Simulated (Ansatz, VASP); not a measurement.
**Two plane-wave programs on TiTe2**

```
Ti Te
1.0
     6.04396    0.00000    0.00000
     0.00000    6.04396    0.00000
     0.00000    0.00000    4.02075
Ti Te
2 4
Cartesian
  0.0000 0.0000 0.0000
  3.0220 3.0220 2.0104
  1.1792 4.8647 2.0104
  1.8428 1.8428 0.0000
  4.2012 4.2012 0.0000
  4.8647 1.1792 2.0104
```

Alike in both runs: task single point; functional LDA; k mesh 4 × 4 × 4; occupations gaussian, width 0.1 eV; no spin polarisation.

|  | VASP | Ansatz |
| --- | --- | --- |
| version | VASP 6.6.1 | Ansatz 0.2.0 |
| potentials or method | VASP PAW LDA potentials, release 64 (Ti_sv, Te), cutoff 520 eV | scalar-relativistic, plane waves, PAW |
| valence electrons in the cell | 48 | 88 |

VASP gave:

- gap on the k mesh at the Fermi level (eV): none
- pressure (GPa): 9.1
- traceless stress, the component that is largest in VASP (GPa): -5.11
- rms of the force components (eV/Å): 0.287

Task: What did Ansatz give for the same quantities?

Result: gap on the k mesh at the Fermi level (eV): none; pressure (GPa): 9.0; traceless stress, the component that is largest in VASP (GPa): -5.09; rms of the force components (eV/Å): 0.281.

LDA's correlation is that of Perdew and Zunger in VASP and of Perdew and Wang (1992) in Ansatz. Atom by atom the forces differ by 0.006 eV/Å (rms over components). A gap of «none» marks a metal or a gap that the smearing closes. VASP's potentials hold 48 valence electrons a cell and Ansatz's 88, so a difference there can come from the potentials and not from the codes.

The k mesh is coarse, so the values compare programs but aren't converged. Spin-orbit coupling is off throughout.
